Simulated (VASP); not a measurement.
# Te (P3_121) in VASP: further runs

Runs on Te. Level: PBE. Tasks: single point.

All numbers are computed with VASP 6.6.1; they aren't measurements. Logs are shortened: lines on timing, memory, paths and dates and some standing lists are left out, and cuts for length are marked.

### Step 1. The cell of the first run

Symmetry: P3_121, No. 152, trigonal system. Conventional cell: a = 4.551 Å, b = 4.551 Å, c = 5.932 Å, α = 90.00°, β = 90.00°, γ = 120.00°. Within 3.8 Å of Te (site symmetry 2) lie 6 Te at 2.89 to 3.53 Å.

### Step 2. Single point, PBE

INCAR

```
SYSTEM = Te
PREC = Accurate
ENCUT = 520
EDIFF = 1E-6
ISMEAR = 0
SIGMA = 0.1
LREAL = .False.
LASPH = .True.
NELM = 80
ALGO = Normal
ISIF = 2
LWAVE = .False.
LCHARG = .False.
GGA = PE
NBANDS = 16
```

KPOINTS

```
Automatic mesh
0
Gamma
  6 6 4
  0 0 0
```

POSCAR

```
Te
1.0
    4.5513861777      0.0000000000      0.0000000000
   -2.2756930889      3.9416160523      0.0000000000
    0.0000000000      0.0000000000      5.9316231323
Te
3
Direct
    0.7331015015      0.0000000000      0.3333333333
    0.0000000000      0.7331015015      0.6666666667
    0.2668984985      0.2668984985      0.0000000000
```

Potentials or basis: VASP PAW PBE potentials, release 64 (Te).

The run is started by

```console
$ cat potpaw_PBE.64/Te/POTCAR > POTCAR
$ mpirun -np 1 vasp_std > vasp.out
```

OUTCAR:

```text
SYSTEM = Te
   PREC = Accurate
   ENCUT = 520
   EDIFF = 1E-6
   ISMEAR = 0
   LREAL = .False.
   LASPH = .True.
   NELM = 80
   ISIF = 2
   GGA = PE

 ion  position               nearest neighbor table
   1  0.733  0.000  0.333-   3 2.89   2 2.89   3 3.53   3 3.53   2 3.53   2 3.53
   2  0.000  0.733  0.667-   3 2.89   1 2.89   3 3.53   3 3.53   1 3.53   1 3.53
   3  0.267  0.267  0.000-   1 2.89   2 2.89   2 3.53   1 3.53   1 3.53   2 3.53

  LATTYP: Found a hexagonal cell.
 ALAT       =     4.5513861777
 C/A-ratio  =     1.3032563928

  Lattice vectors:

 A1 = (   4.5513861777,   0.0000000000,   0.0000000000)
 A2 = (  -2.2756930889,   3.9416160523,   0.0000000000)
 A3 = (   0.0000000000,   0.0000000000,   5.9316231323)

Analysis of symmetry for initial positions (statically):
=====================================================================
 Subroutine PRICEL returns:
 Original cell was already a primitive cell.

 Routine SETGRP: Setting up the symmetry group for a
 hexagonal supercell.

 Subroutine GETGRP returns: Found  6 space group operations
 (whereof  2 operations were pure point group operations)
 out of a pool of 24 trial point group operations.

The static configuration has the point symmetry C_2 .
 The point group associated with its full space group is D_3 .

Analysis of symmetry for dynamics (positions and initial velocities):
=====================================================================
 Subroutine PRICEL returns:
 Original cell was already a primitive cell.

 Routine SETGRP: Setting up the symmetry group for a
 hexagonal supercell.

 Subroutine GETGRP returns: Found  6 space group operations
 (whereof  2 operations were pure point group operations)
 out of a pool of 24 trial point group operations.

The dynamic configuration has the point symmetry C_2 .
 The point group associated with its full space group is D_3 .

 Subroutine INISYM returns: Found  6 space group operations
 (whereof  2 operations are pure point group operations),
 and found     1 'primitive' translations

----------------------------------------------------------------------------------------

                                     Primitive cell

  volume of cell :     106.4122

  direct lattice vectors                    reciprocal lattice vectors
     4.551386178  0.000000000  0.000000000     0.219713283  0.126851523  0.000000000
    -2.275693089  3.941616052  0.000000000     0.000000000  0.253703046  0.000000000
     0.000000000  0.000000000  5.931623132     0.000000000  0.000000000  0.168587919

  length of vectors
     4.551386178  4.551386178  5.931623132     0.253703046  0.253703046  0.168587919

  position of ions in fractional coordinates (direct lattice)
     0.733101502  0.000000000  0.333333333
     0.000000000  0.733101502  0.666666667
     0.266898498  0.266898498  0.000000000

  ion indices of the primitive-cell ions
   primitive index   ion index
                 1           1
                 2           2
                 3           3

----------------------------------------------------------------------------------------

 KPOINTS: Automatic mesh

Automatic generation of k-mesh.
 Grid dimensions read from file:
 generate k-points for:    6    6    4

 Generating k-lattice:

  Cartesian coordinates                     Fractional coordinates (reciprocal lattice)
     0.036618881  0.021141921  0.000000000     0.166666667  0.000000000  0.000000000
     0.000000000  0.042283841  0.000000000     0.000000000  0.166666667  0.000000000
     0.000000000  0.000000000  0.042146980     0.000000000  0.000000000  0.250000000

  Length of vectors
     0.042283841  0.042283841  0.042146980

  Shift w.r.t. Gamma in fractional coordinates (k-lattice)
     0.000000000  0.000000000  0.000000000

 Subroutine IBZKPT returns following result:
 ===========================================

 Found     24 irreducible k-points:

 Following reciprocal coordinates:
            Coordinates               Weight
  0.000000  0.000000  0.000000      1.000000
  0.166667  0.000000  0.000000      6.000000
  0.333333  0.000000  0.000000      6.000000
  0.500000 -0.000000  0.000000      3.000000
  0.166667  0.166667  0.000000      6.000000
  0.333333  0.166667  0.000000     12.000000
[... 16 lines left out ...]
  0.333333  0.166667  0.500000     12.000000
  0.333333  0.333333  0.500000      2.000000
   k-points           NKPTS =     24   k-points in BZ     NKDIM =     24   number of bands    NBANDS=     16
   number of dos      NEDOS =    301   number of ions     NIONS =      3
   total plane-waves  NPLWV =  62208
   dimension x,y,z NGX =    36 NGY =   36 NGZ =   48
   dimension x,y,z NGXF=    72 NGYF=   72 NGZF=   96
   ions per type =               3
   NGX,Y,Z   is equivalent  to a cutoff of  13.15, 13.15, 13.45 a.u.
   NGXF,Y,Z  is equivalent  to a cutoff of  26.30, 26.30, 26.91 a.u.
 SYSTEM =  Te
   PREC   = accura    normal or accurate (medium, high low for compatibility)
   ISTART =      0    job   : 0-new  1-cont  2-samecut
   ICHARG =      2    charge: 1-file 2-atom 10-const
   ISPIN  =      1    spin polarized calculation?
   LNONCOLLINEAR =      F non collinear calculations
   LSORBIT =      F    spin-orbit coupling
   LASPH  =      T    aspherical Exc in radial PAW
   ENCUT  =  520.0 eV  38.22 Ry    6.18 a.u.   8.46  8.46 11.03*2*pi/ulx,y,z
   NELM   =     80;   NELMIN=  2; NELMDL= -5     # of ELM steps
   EDIFF  = 0.1E-05   stopping-criterion for ELM
   LREAL  =      F    real-space projection
   EDIFFG = 0.1E-04   stopping-criterion for IOM
   NSW    =      0    number of steps for IOM
   IBRION =     -1    ionic relax: 0-MD 1-quasi-New 2-CG
   NFREE  =      0    steps in history (QN), initial steepest desc. (CG)
   ISIF   =      2    stress and relaxation
   ISYM   =      2    0-nonsym 1-usesym 2-fastsym
   POTIM  = 0.5000    time-step for ionic-motion
   TEBEG  =    0.0;   TEEND  =   0.0 temperature during run
   PSTRESS=    0.0 pullay stress
   NELECT =      18.0000    total number of electrons
   NUPDOWN=      -1.0000    fix difference up-down
   EMIN   =  10.00;   EMAX   =-10.00  energy-range for DOS
   EFERMI =   0.00;   METHOD = LEGACY
   ISMEAR =     0;   SIGMA  =   0.10  broadening in eV -4-tet -1-fermi 0-gaus
   EFERMI_NEDOS =   21; number of points for ismear=-14 and -15
   IALGO  =     38    algorithm
   IMIX   =      4    mixing-type and parameters
     AMIX     =   0.40;   BMIX     =  1.00
     AMIX_MAG =   1.60;   BMIX_MAG =  1.00
  volume/ion in A,a.u.               =      35.47       239.37
  Fermi-wavevector in a.u.,A,eV,Ry     =   0.905389  1.710937 11.153090  0.819729
  Thomas-Fermi vector in A             =   2.028951
   LORBIT       =      0    0 simple, 1 ext, 2 COOP (PROOUT), +10 PAW based schemes
   GGA     = PE    functional components
   LHFCALC =     F    Hartree Fock is set to
   AEXX    =    0.0000 exact exchange contribution
   IVDW    =     0    specifies the selected vdW correction
   LEPSILON=     F    determine dielectric tensor
   LRPA    =     F    only Hartree local field effects (RPA)
 non-spin polarized calculation
 Gauss-broadening in eV      SIGMA  =   0.10
  energy-cutoff  :      520.00
  volume of cell :      106.41
 maximum number of plane-waves:      2914
 NGX is ok and might be reduce to    36
   NGX = 17   NGY = 17   NGZ = 23

 number of electron      18.0000000 magnetization

 Free energy of the ion-electron system (eV)
  ---------------------------------------------------
  ext. energy  EPLUGINS =         0.00000000
  ---------------------------------------------------
  free energy    TOTEN  =        -9.42678747 eV

  energy without entropy =       -9.42642756  energy(sigma->0) =       -9.42660752

 E-fermi :   5.5386     XC(G=0):  -8.8698

 val. band max:        5.3932416454   @ k =   0.3333   0.3333   0.5000
 cond. band min:       5.6624029611   @ k =   0.3333   0.3333   0.5000
 fundamental gap:      0.2691613157
 Fermi energy:         5.5385935448

 k-point     1 :       0.0000    0.0000    0.0000
  band No.  band energies     occupation
      1      -7.9250      2.00000
      2      -4.7695      2.00000
      3      -4.7695      2.00000
      4       2.4033      2.00000
      5       2.6637      2.00000
      6       2.6637      2.00000
[... 8 lines left out ...]
     15      11.2452      0.00000
     16      11.7387      0.00000

 k-point     2 :       0.1667    0.0000    0.0000
  band No.  band energies     occupation
      1      -7.7564      2.00000
      2      -4.8470      2.00000
      3      -4.7354      2.00000
      4       1.4737      2.00000
      5       2.0425      2.00000
      6       2.3776      2.00000
[... 8 lines left out ...]
     15      11.5599      0.00000
     16      11.9767      0.00000

 k-point     3 :       0.3333    0.0000    0.0000
  band No.  band energies     occupation
      1      -7.3195      2.00000
      2      -5.1676      2.00000
      3      -4.6571      2.00000
      4       0.8378      2.00000
      5       1.4076      2.00000
      6       1.9534      2.00000
[... 8 lines left out ...]
     15      12.4114      0.00000
     16      13.2586      0.00000

 k-point     4 :       0.5000   -0.0000    0.0000
  band No.  band energies     occupation
      1      -6.9909      2.00000
      2      -5.4748      2.00000
      3      -4.6134      2.00000
      4       0.8301      2.00000
      5       1.2077      2.00000
      6       1.9854      2.00000
[... 8 lines left out ...]
     15      13.8573      0.00000
     16      14.1478      0.00000
[... 324 lines left out ...]
 k-point    22 :       0.1667    0.1667    0.5000
  band No.  band energies     occupation
      1      -6.7310      2.00000
      2      -6.6367      2.00000
      3      -3.7649      2.00000
      4       1.0159      2.00000
      5       1.7096      2.00000
      6       1.8655      2.00000
[... 8 lines left out ...]
     15      11.9837      0.00000
     16      12.2039      0.00000

 k-point    23 :       0.3333    0.1667    0.5000
  band No.  band energies     occupation
      1      -6.4757      2.00000
      2      -6.2662      2.00000
      3      -4.3766      2.00000
      4       0.3000      2.00000
      5       1.1760      2.00000
      6       1.3383      2.00000
[... 8 lines left out ...]
     15      12.1842      0.00000
     16      12.9094      0.00000

 k-point    24 :       0.3333    0.3333    0.5000
  band No.  band energies     occupation
      1      -6.2539      2.00000
      2      -6.2539      2.00000
      3      -4.5541      2.00000
      4       0.4880      2.00000
      5       0.6624      2.00000
      6       0.6624      2.00000
[... 8 lines left out ...]
     15      11.9423      0.00000
     16      12.3822      0.00000

------------------------ aborting loop because EDIFF is reached ----------------------------------------

  FORCE on cell =-STRESS in cart. coord.  units (eV):
  Direction    XX          YY          ZZ          XY          YZ          ZX
  --------------------------------------------------------------------------------------
  -------------------------------------------------------------------------------------
  Total       -0.1147803     -0.1147803     -0.0500658      0.0000000      0.0000000      0.0000000
  in kB       -1.7281695     -1.7281695     -0.7538063      0.0000000      0.0000000      0.0000000
  external PRESSURE =      -1.4033817 kB  Pullay stress =       0.0000000 kB

 VOLUME and BASIS-vectors are now :
 -----------------------------------------------------------------------------
  energy-cutoff  :      520.00
  volume of cell :      106.41
      direct lattice vectors                 reciprocal lattice vectors
     4.551386178  0.000000000  0.000000000     0.219713283  0.126851523  0.000000000
    -2.275693089  3.941616052  0.000000000     0.000000000  0.253703046  0.000000000
     0.000000000  0.000000000  5.931623132     0.000000000  0.000000000  0.168587919

 POSITION                                       TOTAL-FORCE (eV/Angst)
 -----------------------------------------------------------------------------------
      3.33663      0.00000      1.97721         0.011976     -0.000000      0.000000
     -1.66831      2.88960      3.95442        -0.005988      0.010372      0.000000
      0.60738      1.05201      0.00000        -0.005988     -0.010372      0.000000
 -----------------------------------------------------------------------------------
    total drift:                                0.000000      0.000000      0.000000

  FREE ENERGIE OF THE ION-ELECTRON SYSTEM (eV)
  ---------------------------------------------------
  free  energy   TOTEN  =        -9.4267874720 eV

  energy  without entropy=       -9.4264275604  energy(sigma->0) =       -9.42660752
```

It took 22 s on 1 thread of Intel Xeon 6975P-C (Granite Rapids), shared host; peak memory 0.23 GiB.

Results:

```
Free energy            : -9.4268 eV
Pressure               : -0.1 GPa
Largest force          : 0.012 eV/Å
Band gap on the k mesh : 0.27 eV
```

Forces in eV/Å, atoms in the order of the input:
```
Te   0.012  0.000  0.000
Te  -0.006  0.010  0.000
Te  -0.006 -0.010  0.000
```

Caveat: spin-orbit coupling is left out, which moves the levels of the heavy elements. A k mesh can miss the band edges.

### Step 3. Single point, PBE (strain along c alone, the other axes held: -4.5 %, then relaxed in part)

INCAR

```
  ALGO = Normal
  EDIFF = 1E-7
  ENCUT = 520
  GGA = PE
  ISIF = 2
  ISMEAR = 0
  LASPH = T
  LCHARG = T
  LELF = T
  LREAL = F
  LVHAR = T
  LWAVE = F
  NBANDS = 16
  NELM = 80
  PREC = Accurate
  SIGMA = 0.01
```

KPOINTS

```
k-points
0
Gamma
  12 12 6
```

POSCAR

```
Te
1.0
    4.5226078920      0.0000000000      0.0000000000
   -2.2613039460      3.9166933258      0.0000000000
    0.0000000000      0.0000000000      5.6874732669
Te
3
Direct
    0.7219507668      0.0000000000      0.3333333333
    0.0000000000      0.7219507668      0.6666666667
    0.2780492332      0.2780492332      0.0000000000
```

Potentials or basis: VASP PAW PBE potentials, release 64 (Te).

The run is started by

```console
$ cat potpaw_PBE.64/Te/POTCAR > POTCAR
$ mpirun -np 1 vasp_std > vasp.out
```

Wall time 92 s (1 thread of Intel Xeon 6975P-C (Granite Rapids), shared host); peak memory 0.29 GiB.

The run converged. Its results:

- Free energy: -9.3904 eV
- Pressure: 1.7 GPa
- Largest force: 0.015 eV/Å
- Band gap on the k mesh: 0.01 eV (least direct gap 0.44 eV)

Forces on the atoms (eV/Å):
```
Te  -0.015  0.000  0.000
Te   0.007 -0.013  0.000
Te   0.007  0.013  0.000
```

Stress tensor (GPa, compression positive):
```
1.10 0.00 0.00
0.00 1.10 0.00
0.00 0.00 2.94
```

Levels at points of the mesh, in eV from the valence-band top:
| k point | band 6 | band 7 | band 8 | band 9 | band 10 | band 11 | band 12 | band 13 |
| --- | --- | --- | --- | --- | --- | --- | --- | --- |
| (0.00, 0.00, 0.00) | -2.94 | -1.99 | -1.99 | -1.28 | 0.96 | 0.96 | 1.23 | 4.95 |
| (0.50, 0.00, 0.00) | -3.93 | -3.60 | -1.02 | -0.88 | 0.63 | 0.67 | 2.65 | 3.74 |
| (0.00, 0.00, 0.50) | -3.00 | -1.50 | -1.29 | -1.29 | 0.01 | 0.01 | 0.19 | 4.11 |
| (0.50, 0.00, 0.50) | -3.77 | -2.75 | -2.37 | -0.01 | 0.90 | 2.08 | 2.42 | 4.60 |

Caveat: the cell differs from its parent crystal (strain along c alone, the other axes held: -4.5 %, then relaxed in part); spin-orbit coupling is left out, which moves the levels of the heavy elements. A k mesh can miss the band edges.

[end of part 1 of 2]
